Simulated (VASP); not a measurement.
# Sc2AlP3 (P-4m2) in VASP: a series of runs, part 2 of 2

VASP 6.6.1.

**3. Relaxation of cell and atoms, PBE**

This run uses another cell than the first one, of 17.89 Å³/atom.

The input, INCAR:

```
SYSTEM = Sc2AlP3
ALGO = Normal
EDIFF = 1E-7
EDIFFG = -0.04
ENCUT = 600
GGA = PE
IBRION = 2
ISIF = 3
ISMEAR = 0
LASPH = .True.
LCHARG = .False.
LREAL = .False.
LWAVE = .False.
NELM = 60
NSW = 90
PREC = Accurate
SIGMA = 0.1
```

The input, KPOINTS:

```
k-points
0
Gamma
  4 4 4
  0 0 0
```

The input, POSCAR:

```
Sc2AlP3
1.0
    4.1911104600      0.0000000000      0.0000000000
    0.0000000000      4.1911104600      0.0000000000
    0.0000000000      0.0000000000      6.1123114500
Sc Al P
2 1 3
Direct
    0.0000000000      0.5000000000      0.7302540000
    0.5000000000      0.0000000000      0.2697460000
    0.0000000000      0.0000000000      0.0000000000
    0.5000000000      0.5000000000      0.8142279200
    0.5000000000      0.5000000000      0.1857720800
    0.5000000000      0.5000000000      0.5000000000
```

Potentials or basis: VASP PAW PBE potentials, release 64 (Sc_sv, Al, P).

The run is started by

```sh
cat potpaw_PBE.64/Sc_sv/POTCAR potpaw_PBE.64/Al/POTCAR potpaw_PBE.64/P/POTCAR > POTCAR
mpirun -np 1 vasp_std > vasp.out
```

OUTCAR:

```text
SYSTEM = Sc2AlP3
   EDIFF = 1E-7
   EDIFFG = -0.04
   ENCUT = 600
   GGA = PE
   IBRION = 2
   ISIF = 3
   ISMEAR = 0
   LASPH = .True.
   LREAL = .False.
   NELM = 60
   NSW = 90
   PREC = Accurate

 ion  position               nearest neighbor table
   1  0.000  0.500  0.730-   4 2.16   4 2.16   6 2.52   6 2.52   3 2.67   3 2.67
   2  0.500  0.000  0.270-   5 2.16   5 2.16   6 2.52   6 2.52   3 2.67   3 2.67
   3  0.000  0.000  0.000-   1 2.67   2 2.67   1 2.67   2 2.67
   4  0.500  0.500  0.814-   6 1.92   1 2.16   1 2.16   5 2.27
   5  0.500  0.500  0.186-   6 1.92   2 2.16   2 2.16   4 2.27
   6  0.500  0.500  0.500-   4 1.92   5 1.92   1 2.52   2 2.52   2 2.52   1 2.52

  LATTYP: Found a simple tetragonal cell.
 ALAT       =     4.1911104600
 C/A-ratio  =     1.4583990349

  Lattice vectors:

 A1 = (   4.1911104600,   0.0000000000,   0.0000000000)
 A2 = (   0.0000000000,   4.1911104600,   0.0000000000)
 A3 = (   0.0000000000,   0.0000000000,   6.1123114500)

Analysis of symmetry for initial positions (statically):
=====================================================================
 Subroutine PRICEL returns:
 Original cell was already a primitive cell.

 Routine SETGRP: Setting up the symmetry group for a
 simple tetragonal supercell.

 Subroutine GETGRP returns: Found  8 space group operations
 (whereof  8 operations were pure point group operations)
 out of a pool of 16 trial point group operations.

The static configuration has the point symmetry D_2d.

[... 146 lines left out ...]
 Gauss-broadening in eV      SIGMA  =   0.10
  energy-cutoff  :      600.00
  volume of cell :      107.37
 maximum number of plane-waves:      3616
 NGX is ok and might be reduce to    36
   NGX = 17   NGY = 17   NGZ = 25

--------------------------------------- Ionic step        1  -------------------------------------------

 number of electron      39.9999991 magnetization

 Free energy of the ion-electron system (eV)
  ---------------------------------------------------
  ext. energy  EPLUGINS =         0.00000000
  ---------------------------------------------------
  free energy    TOTEN  =       -26.72511282 eV

  energy without entropy =      -26.70568881  energy(sigma->0) =      -26.71540082

 E-fermi :   6.2084     XC(G=0): -10.1786

 val. band max:        6.1508456497   @ k =   0.5000   0.5000   0.2500
 cond. band min:       6.2212572244   @ k =   0.0000   0.0000   0.5000
 fundamental gap:      0.0704115747
 Fermi energy:         6.2083810468
[... 1093 lines left out ...]
     23       4.2923      0.00000
     24       4.2923      0.00000

[... ionic steps 4 to 21 ...]

--------------------------------------- Ionic step       22  -------------------------------------------

 number of electron      40.0000022 magnetization

------------------------ aborting loop because EDIFF is reached ----------------------------------------
[... 75 lines left out ...]
--------------------------------------- Ionic step       24  -------------------------------------------

 number of electron      40.0000022 magnetization

 Free energy of the ion-electron system (eV)
  ---------------------------------------------------
  ext. energy  EPLUGINS =         0.00000000
  ---------------------------------------------------
  free energy    TOTEN  =       -34.65810226 eV

  energy without entropy =      -34.64252812  energy(sigma->0) =      -34.65031519

 E-fermi :   4.8939     XC(G=0):  -9.4922

 val. band max:        4.8876578385   @ k =   0.2500   0.0000   0.0000
 cond. band min:       4.9304261154   @ k =   0.5000   0.0000   0.5000
 fundamental gap:      0.0427682769
 Fermi energy:         4.8939169573
[... 517 lines left out ...]
  FREE ENERGIE OF THE ION-ELECTRON SYSTEM (eV)
  ---------------------------------------------------
  free  energy   TOTEN  =       -34.6581022621 eV

  energy  without entropy=      -34.6425281237  energy(sigma->0) =      -34.65031519

 reached required accuracy - stopping structural energy minimisation
```

OSZICAR:

```text
N       E                     dE             d eps       ncg     rms          rms(c)
DAV:   1     0.611919601510E+03    0.61192E+03   -0.19410E+04   864   0.179E+03
DAV:   2     0.459865630772E+02   -0.56593E+03   -0.56237E+03  1192   0.607E+02
DAV:   3    -0.263338978129E+02   -0.72320E+02   -0.71604E+02  1448   0.218E+02
[... 294 lines left out ...]
DAV:   4    -0.346581008849E+02    0.42846E-05   -0.26928E-05  1408   0.559E-02    0.923E-03
DAV:   5    -0.346581013194E+02   -0.43451E-06   -0.15548E-06  1200   0.897E-03    0.574E-03
DAV:   6    -0.346581021305E+02   -0.81112E-06   -0.61059E-07  1048   0.617E-03    0.109E-03
DAV:   7    -0.346581022453E+02   -0.11485E-06   -0.96099E-08   704   0.348E-03    0.411E-04
DAV:   8    -0.346581022621E+02   -0.16725E-07   -0.23816E-08   656   0.284E-03
  24 F= -.34658102E+02 E0= -.34650315E+02  d E =-.231804E-03
```

Wall time 13 min (1 thread of AMD EPYC 9R45 (Zen 5), shared host); peak memory 0.25 GiB.

Results:

```yaml
Free_energy: -34.6581 eV
Relaxed_volume: 21.87 Å³/atom
Relaxed_cell: a = 3.855 Å, b = 3.855 Å, c = 8.832 Å, α = 90.00°, β = 90.00°, γ = 90.00°
Space_group_after_relaxing_to_0.1_Å: P-4m2 (No. 115)
Energy_gained_by_relaxing: 1322.2 meV/atom
Ionic_steps: 24
Pressure_after_relaxing: -0.1 GPa
Largest_force_after_relaxing: 0.027 eV/Å
Band_gap_on_the_k_mesh: zero (bands 20 and 21 overlap by 1.12 eV)
```

Forces in eV/Å, atoms in the order of the input:
```
Sc   0.000  0.000  0.027
Sc   0.000  0.000 -0.027
Al   0.000  0.000  0.000
P    0.000  0.000  0.012
P    0.000  0.000 -0.012
P    0.000  0.000  0.000
```

The path:
```csv
step,energy change (eV),largest force (eV/Å),pressure (GPa),volume (Å³)
1,0.0000,6.3577,43.80,107.37
2,-3.8769,1.3426,-9.11,202.34
3,-5.9587,1.3297,-1.56,153.36
4,-5.9643,1.3809,-1.13,152.18
5,-5.9659,1.4257,-0.75,151.18
6,-6.3486,1.1468,-1.49,150.50
7,-6.6854,1.3267,-1.59,148.34
8,-6.9102,1.4735,-0.21,141.33
9,-7.0230,1.6161,2.41,132.46
10,-7.2090,1.3235,2.28,131.81
11,-7.0483,3.9178,5.10,129.57
12,-7.3355,1.6640,2.60,131.13
13,-7.3440,1.7829,2.84,130.85
14,-7.5694,1.5929,0.71,133.79
15,-7.6475,1.3537,-1.29,136.87
16,-7.8096,0.9599,-1.84,135.41
17,-7.8479,0.6147,-1.98,134.32
18,-7.9203,0.4130,0.36,130.01
19,-7.9212,0.3848,0.67,129.50
20,-7.9310,0.0983,0.38,130.46
21,-7.9313,0.0912,0.33,130.65
22,-7.9327,0.0458,-0.16,131.44
23,-7.9328,0.0518,-0.10,131.33
24,-7.9330,0.0270,-0.05,131.23
```

Final structure:
```
Sc Al P
1.0
     3.85473    0.00000    0.00000
     0.00000    3.85473    0.00000
     0.00000    0.00000    8.83173
Sc Al P
2 1 3
Cartesian
  0.0000 1.9274 6.0904
  1.9274 0.0000 2.7414
  0.0000 3.8547 0.0000
  1.9274 1.9274 7.7750
  1.9274 1.9274 1.0567
  1.9274 1.9274 4.4159
```

Caveat: the k points lie up to 0.41 Å⁻¹ apart in the final cell, too coarse for converged energies and pressures of a metal; the volume moved by over 15 % at a fixed basis, so the end points are rough.

**4. Relaxation of cell and atoms, PBE**

This run uses another cell than the first one, of 21.85 Å³/atom.

The input, INCAR:

```
SYSTEM = Sc2AlP3
PREC = Accurate ; ENCUT = 600
EDIFF = 1E-6 ; ISMEAR = 0
SIGMA = 0.1 ; LREAL = .FALSE.
LASPH = .TRUE. ; NELM = 80
ALGO = Normal ; ISIF = 3
LWAVE = .FALSE. ; LCHARG = .FALSE.
GGA = PE ; IBRION = 2
NSW = 100 ; EDIFFG = -0.01
```

The input, KPOINTS:

```
Automatic mesh
0
G
  10 10 4
  0 0 0
```

The input, POSCAR:

```
Sc2AlP3
1.0
    3.8513273094      0.0000000000      0.0000000000
    0.0000000000      3.8513273094      0.0000000000
    0.0000000000      0.0000000000      8.8381823485
Sc Al P
2 1 3
Direct
    0.0000000000      0.5000000000      0.6898552391
    0.5000000000      0.0000000000      0.3101447609
    0.0000000000      0.0000000000      0.0000000000
    0.5000000000      0.5000000000      0.8802219388
    0.5000000000      0.5000000000      0.1197780612
    0.5000000000      0.5000000000      0.5000000000
```

The run is started by

```sh
cat potpaw_PBE.64/Sc_sv/POTCAR potpaw_PBE.64/Al/POTCAR potpaw_PBE.64/P/POTCAR > POTCAR
mpirun -np 1 vasp_std > vasp.out
```

Run time: 8.9 min. Hardware: 1 thread of AMD EPYC 9R45 (Zen 5), shared host; peak memory 0.4 GiB.

Results (log left out):

```yaml
Free_energy: -34.6425 eV
Relaxed_volume: 21.76 Å³/atom
Relaxed_cell: a = 3.832 Å, b = 3.832 Å, c = 8.892 Å, α = 90.00°, β = 90.00°, γ = 90.00°
Space_group_after_relaxing_to_0.1_Å: P-4m2 (No. 115)
Energy_gained_by_relaxing: 0.3 meV/atom
Ionic_steps: 7
Pressure_after_relaxing: 0.0 GPa
Largest_force_after_relaxing: 0.010 eV/Å
Band_gap_on_the_k_mesh: zero (bands 20 and 21 overlap by 1.12 eV)
```

Forces on the atoms (eV/Å):
```
Sc   0.000  0.000  0.009
Sc   0.000  0.000 -0.009
Al   0.000  0.000  0.000
P    0.000  0.000  0.010
P    0.000  0.000 -0.010
P    0.000  0.000  0.000
```

Step by step:
| step | energy change (eV) | largest force (eV/Å) | pressure (GPa) | volume (Å³) |
| --- | --- | --- | --- | --- |
| 1 | 0.0000 | 0.0729 | 0.04 | 131.09 |
| 2 | -0.0012 | 0.0148 | -0.11 | 131.21 |
| 3 | -0.0014 | 0.0236 | -0.20 | 131.28 |
| 4 | -0.0020 | 0.0182 | -0.04 | 130.76 |
| 5 | -0.0020 | 0.0167 | 0.02 | 130.55 |
| 6 | -0.0020 | 0.0197 | -0.02 | 130.59 |
| 7 | -0.0020 | 0.0095 | 0.00 | 130.57 |

Final structure:
```yaml
crystal:
  lattice:
    - [3.83201, 0.00000, 0.00000]
    - [0.00000, 3.83201, 0.00000]
    - [0.00000, 0.00000, 8.89211]
  atoms:
    - { symbol: Sc, position: [0.00000, 0.50000, 0.68976] }
    - { symbol: Sc, position: [0.50000, 0.00000, 0.31024] }
    - { symbol: Al, position: [0.00000, 0.00000, 0.00000] }
    - { symbol: P, position: [0.50000, 0.50000, 0.88097] }
    - { symbol: P, position: [0.50000, 0.50000, 0.11903] }
    - { symbol: P, position: [0.50000, 0.50000, 0.50000] }
```

Levels at points of the mesh, in eV from the Fermi level:
```
           k point  band 18  band 19  band 20  band 21  band 22  band 23
(0.00, 0.00, 0.00)    -1.42    -0.54    -0.32    -0.32    -0.09     0.96
(0.50, 0.00, 0.00)    -1.40     0.10     0.49     0.70     1.28     1.34
(0.50, 0.50, 0.00)    -2.27    -2.27    -2.01    -0.57     0.30     1.78
(0.00, 0.00, 0.50)    -1.21    -1.10    -0.21    -0.13    -0.13     0.23
(0.50, 0.00, 0.50)    -0.89    -0.29     0.08     0.36     1.04     1.44
(0.50, 0.50, 0.50)    -1.87    -1.40    -1.40    -0.63     0.49     1.00
```

**5. Summary**

| task | cell | k mesh | cutoff (eV) | gap on the mesh (eV) | pressure (GPa) | relaxed volume (Å³/atom) | largest force (eV/Å) |
| --- | --- | --- | --- | --- | --- | --- | --- |
| single point | a = 3.832, b = 3.832, c = 8.884 Å, 6 atoms, atomic positions A | 10 × 10 × 4 | 520 | none | 0.0 | - | 0.08 |
| relaxation of cell and atoms | relaxed from a = 4.191, b = 4.191, c = 6.112 Å, 6 atoms, atomic positions B | 4 × 4 × 4 | 600 | none | -0.1 | 21.87 | 0.03 |
| relaxation of cell and atoms | relaxed from a = 3.851, b = 3.851, c = 8.838 Å, 6 atoms, atomic positions C | 10 × 10 × 4 | 600 | none | 0.0 | 21.76 | 0.01 |

Alike in all rows: level PBE; potentials or basis VASP PAW PBE potentials, release 64 (Sc_sv, Al, P); no spin polarisation; smearing gaussian 0.1 eV.

Caveats: some runs use coarse meshes; the volume moved by over 15 % at a fixed basis, so the end points are rough (at least some runs).

Total energies depend on the potentials used, so only differences within one code and one set of settings carry meaning.

The gap in the log of VASP goes by the Fermi energy; the results here count the filled bands.